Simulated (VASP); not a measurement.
# TiTe2 (P-3m1) in VASP: further runs

Runs on TiTe2. Level: PBE. Tasks: single point.

All numbers are computed with VASP 6.6.1; they aren't measurements. Logs are shortened: lines on timing, memory, paths and dates and some standing lists are left out, and cuts for length are marked.

### 1 The cell of the first run

The structure is trigonal, space group P-3m1 (No. 164). Conventional cell: a = 3.777 Å, b = 3.777 Å, c = 6.498 Å, α = 90.00°, β = 90.00°, γ = 120.00°. Within 3.8 Å of Te (site symmetry 3m) lie 3 Ti at 2.77 Å and 9 Te at 3.78 Å. Ti (site symmetry -3m) has 6 Te at 2.77 Å and 6 Ti at 3.78 Å within 3.8 Å.

### 2 Single point, PBE

INCAR reads:

```
SYSTEM = TiTe2
PREC = Accurate
ENCUT = 520
EDIFF = 1E-7
ISMEAR = 0
SIGMA = 0.020999999999999998
LREAL = .False.
LASPH = .True.
NELM = 60
ALGO = Normal
ISIF = 2
LWAVE = .False.
LCHARG = .True.
GGA = PE
LELF = .True.
LVHAR = .True.
NBANDS = 19
```

KPOINTS reads:

```
regular mesh
0
Gamma
  8 8 4
  0 0 0
```

POSCAR reads:

```
TiTe2
1.0
    3.7770000000      0.0000000000      0.0000000000
   -1.8885000000      3.2709779501      0.0000000000
    0.0000000000      0.0000000000      6.4980000000
Te Ti
2 1
Direct
    0.3333333333      0.6666666667      0.7372000000
    0.6666666667      0.3333333333      0.2628000000
    0.0000000000      0.0000000000      0.0000000000
```

Potentials or basis: VASP PAW PBE potentials, release 64 (Te, Ti_sv).

Started as:

```sh
$ cat potpaw_PBE.64/Te/POTCAR potpaw_PBE.64/Ti_sv/POTCAR > POTCAR
$ mpirun -np 1 vasp_std > vasp.out
```

OUTCAR:

```text
SYSTEM = TiTe2
   PREC = Accurate
   ENCUT = 520
   EDIFF = 1E-7
   ISMEAR = 0
   LREAL = .False.
   LASPH = .True.
   NELM = 60
   ISIF = 2
   GGA = PE

 ion  position               nearest neighbor table
   1  0.333  0.667  0.737-   3 2.77   3 2.77   3 2.77
   2  0.667  0.333  0.263-   3 2.77   3 2.77   3 2.77
   3  0.000  0.000  0.000-   1 2.77   2 2.77   2 2.77   1 2.77   2 2.77   1 2.77

  LATTYP: Found a hexagonal cell.
 ALAT       =     3.7770000000
 C/A-ratio  =     1.7204130262

  Lattice vectors:

 A1 = (   3.7770000000,   0.0000000000,   0.0000000000)
 A2 = (  -1.8885000000,   3.2709779501,   0.0000000000)
 A3 = (   0.0000000000,   0.0000000000,   6.4980000000)

Analysis of symmetry for initial positions (statically):
=====================================================================
 Subroutine PRICEL returns:
 Original cell was already a primitive cell.

 Routine SETGRP: Setting up the symmetry group for a
 hexagonal supercell.

 Subroutine GETGRP returns: Found 12 space group operations
 (whereof 12 operations were pure point group operations)
 out of a pool of 24 trial point group operations.

The static configuration has the point symmetry D_3d.

Analysis of symmetry for dynamics (positions and initial velocities):
=====================================================================
 Subroutine PRICEL returns:
 Original cell was already a primitive cell.

 Routine SETGRP: Setting up the symmetry group for a
 hexagonal supercell.

 Subroutine GETGRP returns: Found 12 space group operations
 (whereof 12 operations were pure point group operations)
 out of a pool of 24 trial point group operations.

The dynamic configuration has the point symmetry D_3d.

 Subroutine INISYM returns: Found 12 space group operations
 (whereof 12 operations are pure point group operations),
 and found     1 'primitive' translations

----------------------------------------------------------------------------------------

                                     Primitive cell

  volume of cell :      80.2794

  direct lattice vectors                    reciprocal lattice vectors
     3.777000000  0.000000000  0.000000000     0.264760392  0.152859484  0.000000000
    -1.888500000  3.270977950  0.000000000     0.000000000  0.305718967  0.000000000
     0.000000000  0.000000000  6.498000000     0.000000000  0.000000000  0.153893506

  length of vectors
     3.777000000  3.777000000  6.498000000     0.305718967  0.305718967  0.153893506
[... 82 lines left out ...]
   NELM   =     60;   NELMIN=  2; NELMDL= -5     # of ELM steps
   EDIFF  = 0.1E-06   stopping-criterion for ELM
   LREAL  =      F    real-space projection
   EDIFFG = 0.1E-05   stopping-criterion for IOM
   NSW    =      0    number of steps for IOM
   IBRION =     -1    ionic relax: 0-MD 1-quasi-New 2-CG
   NFREE  =      0    steps in history (QN), initial steepest desc. (CG)
   ISIF   =      2    stress and relaxation
   ISYM   =      2    0-nonsym 1-usesym 2-fastsym
   POTIM  = 0.5000    time-step for ionic-motion
   TEBEG  =    0.0;   TEEND  =   0.0 temperature during run
   PSTRESS=    0.0 pullay stress
   NELECT =      24.0000    total number of electrons
   NUPDOWN=      -1.0000    fix difference up-down
   EMIN   =  10.00;   EMAX   =-10.00  energy-range for DOS
   EFERMI =   0.00;   METHOD = LEGACY
   ISMEAR =     0;   SIGMA  =   0.02  broadening in eV -4-tet -1-fermi 0-gaus
   EFERMI_NEDOS =   21; number of points for ismear=-14 and -15
   IALGO  =     38    algorithm
   IMIX   =      4    mixing-type and parameters
     AMIX     =   0.40;   BMIX     =  1.00
     AMIX_MAG =   1.60;   BMIX_MAG =  1.00
  volume/ion in A,a.u.               =      26.76       180.58
  Fermi-wavevector in a.u.,A,eV,Ry     =   1.094655  2.068597 16.303438  1.198269
  Thomas-Fermi vector in A             =   2.230964
   LORBIT       =      0    0 simple, 1 ext, 2 COOP (PROOUT), +10 PAW based schemes
   GGA     = PE    functional components
   LHFCALC =     F    Hartree Fock is set to
   AEXX    =    0.0000 exact exchange contribution
   IVDW    =     0    specifies the selected vdW correction
   LEPSILON=     F    determine dielectric tensor
   LRPA    =     F    only Hartree local field effects (RPA)
 non-spin polarized calculation
 Gauss-broadening in eV      SIGMA  =   0.02
  energy-cutoff  :      520.00
  volume of cell :       80.28
 maximum number of plane-waves:      2176
   NGX = 13   NGY = 13   NGZ = 25

 number of electron      23.9999998 magnetization

 Free energy of the ion-electron system (eV)
  ---------------------------------------------------
  ext. energy  EPLUGINS =         0.00000000
  ---------------------------------------------------
  free energy    TOTEN  =       -16.20922396 eV

  energy without entropy =      -16.20860004  energy(sigma->0) =      -16.20891200

 E-fermi :   6.7821     XC(G=0):  -9.8602

 val. band max:        6.7717352933   @ k =   0.5000   0.0000   0.2500
 cond. band min:       6.7878929976   @ k =   0.1250   0.0000   0.2500
 fundamental gap:      0.0161577043
 Fermi energy:         6.7821397687

 k-point     1 :       0.0000    0.0000    0.0000
  band No.  band energies     occupation
      1     -50.6670      2.00000
      2     -26.9222      2.00000
      3     -26.9222      2.00000
      4     -26.8887      2.00000
      5      -5.5822      2.00000
      6      -4.0795      2.00000
[... 505 lines left out ...]
      6      -3.5614      2.00000
[... 11 lines left out ...]
     18      12.0873      0.00000
     19      12.8454      0.00000

 [... further k-points ...]

------------------------ aborting loop because EDIFF is reached ----------------------------------------

  FORCE on cell =-STRESS in cart. coord.  units (eV):
  Direction    XX          YY          ZZ          XY          YZ          ZX
  --------------------------------------------------------------------------------------
  -------------------------------------------------------------------------------------
  Total        0.3477415      0.3477415      0.6258124      0.0000000      0.0000000      0.0000000
  in kB        6.9400529      6.9400529     12.4896540      0.0000000      0.0000000      0.0000000
  external PRESSURE =       8.7899199 kB  Pullay stress =       0.0000000 kB

 VOLUME and BASIS-vectors are now :
 -----------------------------------------------------------------------------
  energy-cutoff  :      520.00
  volume of cell :       80.28
      direct lattice vectors                 reciprocal lattice vectors
     3.777000000  0.000000000  0.000000000     0.264760392  0.152859484  0.000000000
    -1.888500000  3.270977950  0.000000000     0.000000000  0.305718967  0.000000000
     0.000000000  0.000000000  6.498000000     0.000000000  0.000000000  0.153893506

 POSITION                                       TOTAL-FORCE (eV/Angst)
 -----------------------------------------------------------------------------------
     -0.00000      2.18065      4.79033        -0.000000      0.000000     -0.018859
      1.88850      1.09033      1.70767         0.000000      0.000000      0.018859
      0.00000      0.00000      0.00000        -0.000000      0.000000      0.000000
 -----------------------------------------------------------------------------------
    total drift:                                0.000000     -0.000000      0.000000

  FREE ENERGIE OF THE ION-ELECTRON SYSTEM (eV)
  ---------------------------------------------------
  free  energy   TOTEN  =       -16.2092239585 eV

  energy  without entropy=      -16.2086000362  energy(sigma->0) =      -16.20891200
```

stdout:

```text
POSCAR found type information on POSCAR TeTi
 POSCAR found :  2 types and       3 ions
 scaLAPACK will be used
 LDA part: xc-table for (Slater+PW92), standard interpolation
 POSCAR, INCAR and KPOINTS ok, starting setup
 FFT: planning ... GRIDC
 FFT: planning ... GRID_SOFT
 FFT: planning ... GRID
 WAVECAR not read
 entering main loop
```

It took 36 s on 1 thread of Intel Xeon Platinum 8488C (Sapphire Rapids), shared host; peak memory 0.21 GiB.

Results:

- Free energy: -16.2092 eV
- Pressure: 0.9 GPa
- Largest force: 0.019 eV/Å
- Band gap on the k mesh: zero (bands 12 and 13 overlap by 0.66 eV)

Forces on the atoms (eV/Å):
```
Te   0.000  0.000 -0.019
Te   0.000  0.000  0.019
Ti   0.000  0.000  0.000
```

Levels at points of the mesh, in eV from the Fermi level:
| k point | band 8 | band 9 | band 10 | band 11 | band 12 | band 13 | band 14 | band 15 | band 16 | band 17 |
| --- | --- | --- | --- | --- | --- | --- | --- | --- | --- | --- |
| (0.00, 0.00, 0.00) | -1.64 | -1.64 | 0.38 | 0.43 | 0.43 | 0.61 | 1.11 | 1.11 | 3.09 | 3.09 |
| (0.50, 0.00, 0.00) | -3.65 | -2.67 | -2.36 | -1.72 | -1.10 | 0.06 | 1.18 | 1.51 | 2.44 | 3.38 |
| (0.00, 0.00, 0.50) | -2.60 | -1.57 | -1.57 | 0.42 | 0.42 | 0.79 | 0.79 | 1.06 | 3.52 | 3.52 |
| (0.50, 0.00, 0.50) | -4.50 | -2.37 | -1.99 | -0.94 | -0.57 | -0.24 | 1.18 | 1.49 | 2.64 | 3.52 |

Caveat: spin-orbit coupling is left out, which moves the levels of the heavy elements; this functional lacks dispersion, which binds layers or chains, so the pressure and a relaxed spacing across them are unreliable.

### 3 Single point, PBE

INCAR reads:

```
SYSTEM = TiTe2
PREC     = Accurate       ! precision mode
ENCUT    = 520            ! plane-wave cutoff, eV
EDIFF    = 1E-7           ! SCF threshold, eV
ISMEAR   = 0              ! smearing method
SIGMA    = 0.022          ! smearing width, eV
LREAL    = .FALSE.        ! projectors in reciprocal space
LASPH    = .TRUE.         ! aspherical terms in the spheres
NELM     = 100            ! most SCF steps
ALGO     = Normal         ! electronic algorithm
ISIF     = 2              ! what is computed and relaxed
LWAVE    = .FALSE.        ! write WAVECAR
LCHARG   = .FALSE.        ! write CHGCAR
GGA      = PE             ! functional
NBANDS   = 19             ! bands
```

KPOINTS reads:

```
regular mesh
0
G
  8 8 4
  0 0 0
```

POSCAR is that of step 2.

Potentials or basis: VASP PAW PBE potentials, release 64 (Te, Ti_sv).

Started as:

```sh
$ cat potpaw_PBE.64/Te/POTCAR potpaw_PBE.64/Ti_sv/POTCAR > POTCAR
$ mpirun -np 1 vasp_std > vasp.out
```

Wall time 36 s (1 thread of Intel Xeon Platinum 8488C (Sapphire Rapids), shared host); peak memory 0.21 GiB.

It converged, with:

```
Free energy            : -16.2093 eV
Pressure               : 0.9 GPa
Largest force          : 0.019 eV/Å
Band gap on the k mesh : zero (bands 12 and 13 overlap by 0.66 eV)
```

Forces in eV/Å, atoms in the order of the input:
```
Te   0.000  0.000 -0.019
Te   0.000  0.000  0.019
Ti   0.000  0.000  0.000
```

Stress tensor (GPa, compression positive):
```
0.70 0.00 0.00
0.00 0.70 0.00
0.00 0.00 1.25
```

Levels at points of the mesh, in eV from the Fermi level:
```tsv
k point	band 10	band 11	band 12	band 13	band 14	band 15
(0.00, 0.00, 0.00)	0.38	0.43	0.43	0.61	1.11	1.11
(0.50, 0.00, 0.00)	-2.36	-1.72	-1.10	0.05	1.18	1.51
(0.00, 0.00, 0.50)	-1.57	0.42	0.42	0.79	0.79	1.06
(0.50, 0.00, 0.50)	-1.99	-0.94	-0.57	-0.24	1.18	1.49
```

Caveat: spin-orbit coupling is left out, which moves the levels of the heavy elements; this functional lacks dispersion, which binds layers or chains, so the pressure and a relaxed spacing across them are unreliable.

(Part 1 of 2 ends here.)
